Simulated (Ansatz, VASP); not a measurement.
## One calculation of K, two programs

```xyz
1
Lattice="4.2059 0.0000 0.0000 0.0000 4.2059 0.0000 0.0000 0.0000 4.2059" Properties=species:S:1:pos:R:3 pbc="T T T"
K     0.0000    0.0000    0.0000
```

Alike in both runs: task single point; functional PBEsol; k mesh 10 × 10 × 10; occupations gaussian, width 0.1 eV; no spin polarisation.

```csv
,VASP,Ansatz
version,VASP 6.6.1,Ansatz 0.2.0
potentials or method,"VASP PAW PBE potentials, release 64 (K_sv), cutoff 520 eV","scalar-relativistic, plane waves, PAW"
valence electrons in the cell,9,9
```

```csv
,VASP,Ansatz,Ansatz less VASP
gap on the k mesh at the Fermi level (eV),none,none,-
pressure (GPa),0.1,0.1,+0.01
```

VASP's potentials were made for PBE, not for PBEsol. A gap of «none» marks a metal or a gap that the smearing closes.
